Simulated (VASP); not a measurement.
Write the native input for VASP 6.6.1 that does the following.

```
Task                   : single point
Functional             : PBEsol
Potentials or basis    : VASP PAW PBE potentials, release 64 (Sn_d, Te)
Cutoff                 : 520 eV
k mesh                 : 4 × 4 × 4
Occupations            : fermi-dirac, width 0.02 eV
Spin                   : no spin polarisation
Dipole correction      : no
Further INCAR settings : ALGO = Normal; EDIFF = 1e-07; NBANDS = 17
```

The structure of SnTe lies in POSCAR:

```
SnTe
1.0
    0.0000000000      3.6111500000      3.6111500000
    3.6111500000      0.0000000000      3.6111500000
    3.6111500000      3.6111500000      0.0000000000
Sn Te
1 1
Direct
    0.0195700000      0.9812100000      0.9875900000
    0.7460107991      0.7435392009      0.7590607991
```

These files were run (other wordings do the same):

INCAR

```
SYSTEM = SnTe
  PREC = Accurate
  ENCUT = 520
  EDIFF = 1E-7
  ISMEAR = -1
  SIGMA = 0.02
  LREAL = .False.
  LASPH = .True.
  NELM = 100
  ALGO = Normal
  ISIF = 2
  LWAVE = .False.
  LCHARG = .False.
  GGA = PS
  NBANDS = 17
```

KPOINTS

```
Automatic mesh
0
Gamma
  4 4 4
  0 0 0
```

Potentials or basis: VASP PAW PBE potentials, release 64 (Sn_d, Te).

Launch:

```sh
$ cat potpaw_PBE.64/Sn_d/POTCAR potpaw_PBE.64/Te/POTCAR > POTCAR
$ mpirun -np 1 vasp_std > vasp.out
```

It gave:

```
Pressure      : -1.5 GPa
Largest force : 0.312 eV/Å
```

Caveat: the k points lie up to 0.38 Å⁻¹ apart; the PAW data sets were made with another functional, which shifts forces and pressure a little.

It took 89 s on 1 thread of Intel Xeon 8259CL, with other jobs on the host, peak memory 0.27 GiB.
